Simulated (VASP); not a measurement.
# Ta (Im-3m) in VASP: further runs

Runs on Ta. Level: PBE. Tasks: single point, relaxation of cell and atoms.

All numbers are computed with VASP 6.6.1; they aren't measurements. Logs are shortened: lines on timing, memory, paths and dates and some standing lists are left out, and cuts for length are marked.

## Step 1: The cell of the first run

Symmetry: Im-3m, No. 229, cubic system. Conventional cell: a = 3.362 Å, b = 3.362 Å, c = 3.362 Å, α = 90.00°, β = 90.00°, γ = 90.00°. Ta (site symmetry m-3m) has 14 Ta at 2.91 to 3.36 Å within 3.8 Å.

## Step 2: Single point, PBE

INCAR reads:

```
SYSTEM = Ta
  PREC = Accurate
  ENCUT = 520
  EDIFF = 1E-6
  ISMEAR = -1
  SIGMA = 0.05
  LREAL = .False.
  LASPH = .True.
  NELM = 60
  ALGO = Normal
  ISIF = 2
  LWAVE = .False.
  LCHARG = .False.
  GGA = PE
  NBANDS = 12
```

KPOINTS reads:

```
regular mesh
0
Gamma
  17 17 17
  0 0 0
```

POSCAR reads:

```
Ta
1.0
   -1.6812440410      1.6812440410      1.6812440410
    1.6812440410     -1.6812440410      1.6812440410
    1.6812440410      1.6812440410     -1.6812440410
Ta
1
Direct
    0.0000000000      0.0000000000      0.0000000000
```

Potentials or basis: VASP PAW PBE potentials, release 64 (Ta_pv).

The run is started by

```sh
$ cat potpaw_PBE.64/Ta_pv/POTCAR > POTCAR
$ mpirun -np 1 vasp_std > vasp.out
```

OUTCAR:

```text
SYSTEM = Ta
   PREC = Accurate
   ENCUT = 520
   EDIFF = 1E-6
   ISMEAR = -1
   LREAL = .False.
   LASPH = .True.
   NELM = 60
   ISIF = 2
   GGA = PE

 ion  position               nearest neighbor table
   1  0.000  0.000  0.000-

  LATTYP: Found a body centered cubic cell.
 ALAT       =     3.3624880820

  Lattice vectors:

 A1 = (  -1.6812440410,   1.6812440410,   1.6812440410)
 A2 = (   1.6812440410,  -1.6812440410,   1.6812440410)
 A3 = (   1.6812440410,   1.6812440410,  -1.6812440410)

Analysis of symmetry for initial positions (statically):
=====================================================================
 Subroutine PRICEL returns:
 Original cell was already a primitive cell.

 Routine SETGRP: Setting up the symmetry group for a
 body centered cubic supercell.

 Subroutine GETGRP returns: Found 48 space group operations
 (whereof 48 operations were pure point group operations)
 out of a pool of 48 trial point group operations.

The static configuration has the point symmetry O_h .

Analysis of symmetry for dynamics (positions and initial velocities):
=====================================================================
 Subroutine PRICEL returns:
 Original cell was already a primitive cell.

 Routine SETGRP: Setting up the symmetry group for a
 body centered cubic supercell.

 Subroutine GETGRP returns: Found 48 space group operations
 (whereof 48 operations were pure point group operations)
 out of a pool of 48 trial point group operations.

The dynamic configuration has the point symmetry O_h .

 Subroutine INISYM returns: Found 48 space group operations
 (whereof 48 operations are pure point group operations),
 and found     1 'primitive' translations

----------------------------------------------------------------------------------------

                                     Primitive cell

  volume of cell :      19.0087

  direct lattice vectors                    reciprocal lattice vectors
    -1.681244041  1.681244041  1.681244041     0.000000000  0.297398824  0.297398824
     1.681244041 -1.681244041  1.681244041     0.297398824  0.000000000  0.297398824
     1.681244041  1.681244041 -1.681244041     0.297398824  0.297398824  0.000000000

  length of vectors
     2.912000099  2.912000099  2.912000099     0.420585450  0.420585450  0.420585450

  position of ions in fractional coordinates (direct lattice)
     0.000000000  0.000000000  0.000000000

  ion indices of the primitive-cell ions
   primitive index   ion index
                 1           1

----------------------------------------------------------------------------------------

 KPOINTS: regular mesh

Automatic generation of k-mesh.
 Grid dimensions read from file:
 generate k-points for:   17   17   17

 Generating k-lattice:

  Cartesian coordinates                     Fractional coordinates (reciprocal lattice)
     0.000000000  0.017494048  0.017494048     0.058823529  0.000000000  0.000000000
     0.017494048  0.000000000  0.017494048     0.000000000  0.058823529  0.000000000
     0.017494048  0.017494048  0.000000000     0.000000000  0.000000000  0.058823529

  Length of vectors
     0.024740321  0.024740321  0.024740321

  Shift w.r.t. Gamma in fractional coordinates (k-lattice)
     0.000000000  0.000000000  0.000000000

 Subroutine IBZKPT returns following result:
 ===========================================

 Found    165 irreducible k-points:

 Following reciprocal coordinates:
            Coordinates               Weight
  0.000000  0.000000  0.000000      1.000000
  0.058824  0.000000  0.000000     12.000000
  0.117647  0.000000  0.000000     12.000000
  0.176471  0.000000  0.000000     12.000000
  0.235294  0.000000  0.000000     12.000000
  0.294118  0.000000  0.000000     12.000000
[... 16 lines left out ...]
  0.411765  0.117647 -0.000000     48.000000
  0.176471  0.176471  0.000000     24.000000
 [... further k-points ...]
   k-points           NKPTS =    165   k-points in BZ     NKDIM =    165   number of bands    NBANDS=     12
   number of dos      NEDOS =    301   number of ions     NIONS =      1
   total plane-waves  NPLWV =  13824
   dimension x,y,z NGX =    24 NGY =   24 NGZ =   24
   dimension x,y,z NGXF=    48 NGYF=   48 NGZF=   48
   ions per type =               1
   NGX,Y,Z   is equivalent  to a cutoff of  13.70, 13.70, 13.70 a.u.
   NGXF,Y,Z  is equivalent  to a cutoff of  27.40, 27.40, 27.40 a.u.
 SYSTEM =  Ta
   PREC   = accura    normal or accurate (medium, high low for compatibility)
   ISTART =      0    job   : 0-new  1-cont  2-samecut
   ICHARG =      2    charge: 1-file 2-atom 10-const
   ISPIN  =      1    spin polarized calculation?
   LNONCOLLINEAR =      F non collinear calculations
   LSORBIT =      F    spin-orbit coupling
   LASPH  =      T    aspherical Exc in radial PAW
   ENCUT  =  520.0 eV  38.22 Ry    6.18 a.u.   5.41  5.41  5.41*2*pi/ulx,y,z
   NELM   =     60;   NELMIN=  2; NELMDL= -5     # of ELM steps
   EDIFF  = 0.1E-05   stopping-criterion for ELM
   LREAL  =      F    real-space projection
   EDIFFG = 0.1E-04   stopping-criterion for IOM
   NSW    =      0    number of steps for IOM
   IBRION =     -1    ionic relax: 0-MD 1-quasi-New 2-CG
   NFREE  =      0    steps in history (QN), initial steepest desc. (CG)
   ISIF   =      2    stress and relaxation
   ISYM   =      2    0-nonsym 1-usesym 2-fastsym
   POTIM  = 0.5000    time-step for ionic-motion
   TEBEG  =    0.0;   TEEND  =   0.0 temperature during run
   PSTRESS=    0.0 pullay stress
   NELECT =      11.0000    total number of electrons
   NUPDOWN=      -1.0000    fix difference up-down
   EMIN   =  10.00;   EMAX   =-10.00  energy-range for DOS
   EFERMI =   0.00;   METHOD = LEGACY
   ISMEAR =    -1;   SIGMA  =   0.05  broadening in eV -4-tet -1-fermi 0-gaus
   EFERMI_NEDOS =   21; number of points for ismear=-14 and -15
   IALGO  =     38    algorithm
   IMIX   =      4    mixing-type and parameters
     AMIX     =   0.40;   BMIX     =  1.00
     AMIX_MAG =   1.60;   BMIX_MAG =  1.00
  volume/ion in A,a.u.               =      19.01       128.28
  Fermi-wavevector in a.u.,A,eV,Ry     =   1.364232  2.578025 25.322205  1.861130
  Thomas-Fermi vector in A             =   2.490566
   LORBIT       =      0    0 simple, 1 ext, 2 COOP (PROOUT), +10 PAW based schemes
   GGA     = PE    functional components
   LHFCALC =     F    Hartree Fock is set to
   AEXX    =    0.0000 exact exchange contribution
   IVDW    =     0    specifies the selected vdW correction
   LEPSILON=     F    determine dielectric tensor
   LRPA    =     F    only Hartree local field effects (RPA)
 non-spin polarized calculation
  energy-cutoff  :      520.00
  volume of cell :       19.01
 maximum number of plane-waves:       533
 NGX is ok and might be reduce to    24
   NGX = 11   NGY = 11   NGZ = 11

 number of electron      10.9999998 magnetization

 Free energy of the ion-electron system (eV)
  ---------------------------------------------------
  ext. energy  EPLUGINS =         0.00000000
  ---------------------------------------------------
  free energy    TOTEN  =       -11.80283426 eV

  energy without entropy =      -11.79126542  energy(sigma->0) =      -11.79704984

 E-fermi :   5.0692     XC(G=0): -12.3453

 val. band max:        5.0673124185   @ k =   0.2353   0.0000   0.0000
 cond. band min:       5.0725530044   @ k =   0.1176   0.1176   0.0000
 fundamental gap:      0.0052405859
 Fermi energy:         5.0691707037

 k-point     1 :       0.0000    0.0000    0.0000
  band No.  band energies     occupation
      1     -28.2284      2.00000
      2     -28.2284      2.00000
      3     -28.2284      2.00000
      4      -2.6479      2.00000
      5       5.7873      0.00000
      6       5.7873      0.00000
      7       5.7873      0.00000
      8       8.8726      0.00000
      9       8.8726      0.00000
     10      19.5660      0.00000
     11      19.8157      0.00000
     12      19.8157      0.00000

 k-point     2 :       0.0588    0.0000    0.0000
  band No.  band energies     occupation
      1     -28.2641      2.00000
      2     -28.2396      2.00000
      3     -28.2286      2.00000
      4      -2.5028      2.00000
      5       5.6939      0.00001
      6       5.7607      0.00000
      7       5.9285      0.00000
      8       8.7226      0.00000
      9       8.8734      0.00000
     10      19.5658      0.00000
     11      19.9439      0.00000
     12      20.0714      0.00000

 k-point     3 :       0.1176    0.0000    0.0000
  band No.  band energies     occupation
      1     -28.3652      2.00000
      2     -28.2714      2.00000
      3     -28.2289      2.00000
      4      -2.0828      2.00000
      5       5.4385      0.00124
      6       5.6454      0.00002
      7       6.3474      0.00000
      8       8.4183      0.00000
      9       8.8842      0.00000
     10      19.5656      0.00000
     11      20.2499      0.00000
     12      20.8108      0.00000
[... 286 lines left out ...]
 k-point    23 :       0.4118    0.1176   -0.0000
  band No.  band energies     occupation
      1     -29.1605      2.00000
      2     -28.5876      2.00000
      3     -28.2805      2.00000
      4       1.3271      2.00000
      5       3.7457      2.00000
      6       5.7009      0.00001
      7       8.5795      0.00000
      8       9.8872      0.00000
      9      12.7756      0.00000
     10      15.4229      0.00000
     11      17.6042      0.00000
     12      19.5714      0.00000

 k-point    24 :       0.1765    0.1765    0.0000
  band No.  band energies     occupation
      1     -28.8609      2.00000
      2     -28.4387      2.00000
      3     -28.2934      2.00000
      4       0.4680      2.00000
      5       4.2980      2.00000
      6       4.5401      1.99995
      7       7.9737      0.00000
      8       9.4748      0.00000
      9       9.6173      0.00000
     10      19.0827      0.00000
     11      19.5814      0.00000
     12      21.1752      0.00000

 [... further k-points ...]
[... 5 lines left out ...]
  --------------------------------------------------------------------------------------
  -------------------------------------------------------------------------------------
  Total       -0.8303879     -0.8303879     -0.8303879      0.0000000     -0.0000000      0.0000000
  in kB      -69.9905338    -69.9905338    -69.9905338      0.0000000     -0.0000000      0.0000000
  external PRESSURE =     -69.9905338 kB  Pullay stress =       0.0000000 kB

 VOLUME and BASIS-vectors are now :
 -----------------------------------------------------------------------------
  energy-cutoff  :      520.00
  volume of cell :       19.01
      direct lattice vectors                 reciprocal lattice vectors
    -1.681244041  1.681244041  1.681244041     0.000000000  0.297398824  0.297398824
     1.681244041 -1.681244041  1.681244041     0.297398824  0.000000000  0.297398824
     1.681244041  1.681244041 -1.681244041     0.297398824  0.297398824  0.000000000

 POSITION                                       TOTAL-FORCE (eV/Angst)
 -----------------------------------------------------------------------------------
      0.00000      0.00000      0.00000         0.000000      0.000000     -0.000000
 -----------------------------------------------------------------------------------
    total drift:                               -0.000000      0.000000      0.000000

  FREE ENERGIE OF THE ION-ELECTRON SYSTEM (eV)
  ---------------------------------------------------
  free  energy   TOTEN  =       -11.8028342599 eV

  energy  without entropy=      -11.7912654208  energy(sigma->0) =      -11.79704984
```

Run time: 13 s. Hardware: 1 thread of AMD EPYC 9R45 (Zen 5), shared host; peak memory 0.13 GiB.

Results:

| Item | Value |
| --- | --- |
| Free energy | -11.8028 eV |
| Pressure | -7.0 GPa |

Levels at points of the mesh, in eV from the Fermi level:
| k point | band 3 | band 4 | band 5 | band 6 | band 7 | band 8 | band 9 | band 10 |
| --- | --- | --- | --- | --- | --- | --- | --- | --- |
| (0.00, 0.00, 0.00) | -33.30 | -7.72 | 0.72 | 0.72 | 0.72 | 3.80 | 3.80 | 14.50 |

Caveat: spin-orbit coupling is left out, which moves the levels of the heavy elements.

## Step 3: Relaxation of cell and atoms, PBE

This run uses another cell than the first one, of 18.28 Å³/atom, 0.962 times its volume.

INCAR reads:

```
SYSTEM = Ta
ALGO = Normal
EDIFF = 1E-6
EDIFFG = -0.005
ENCUT = 600
GGA = PE
IBRION = 2
ISIF = 3
ISMEAR = -1
LASPH = .TRUE.
LCHARG = .FALSE.
LREAL = .FALSE.
LWAVE = .FALSE.
NELM = 60
NSW = 45
PREC = Accurate
SIGMA = 0.05
```

KPOINTS reads:

```
k-points
0
G
  17 17 17
  0 0 0
```

POSCAR reads:

```
Ta
1.0
   -1.6595699200      1.6595699200      1.6595699200
    1.6595699200     -1.6595699200      1.6595699200
    1.6595699200      1.6595699200     -1.6595699200
Ta
1
Direct
    0.0000000000      0.0000000000      0.0000000000
```

Potentials or basis: VASP PAW PBE potentials, release 64 (Ta_pv).

The run is started by

```sh
$ cat potpaw_PBE.64/Ta_pv/POTCAR > POTCAR
$ mpirun -np 1 vasp_std > vasp.out
```

Run time: 21 s. Hardware: 1 thread of AMD EPYC 9R45 (Zen 5), shared host; peak memory 0.14 GiB.

The run converged. Its results:

```
Free energy                            : -11.8190 eV
Relaxed volume                         : 18.29 Å³/atom
Relaxed cell                           : a = 2.875 Å, b = 2.875 Å, c = 2.875 Å, α = 109.47°, β = 109.47°, γ = 109.47°
Space group after relaxing (to 0.05 Å) : Im-3m (No. 229)
Energy gained by relaxing              : 0.0 meV/atom
Ionic steps                            : 3
Pressure after relaxing                : 0.0 GPa
```

Final structure:
```xyz
1
Lattice="-1.6598 1.6598 1.6598 1.6598 -1.6598 1.6598 1.6598 1.6598 -1.6598" Properties=species:S:1:pos:R:3 pbc="T T T"
Ta    0.0000    0.0000    0.0000
```

Levels at points of the mesh, in eV from the Fermi level:
| k point | band 3 | band 4 | band 5 | band 6 | band 7 | band 8 | band 9 |
| --- | --- | --- | --- | --- | --- | --- | --- |
| (0.00, 0.00, 0.00) | -33.14 | -7.86 | 0.73 | 0.73 | 0.73 | 3.95 | 3.95 |

Caveat: spin-orbit coupling is left out, which moves the levels of the heavy elements.
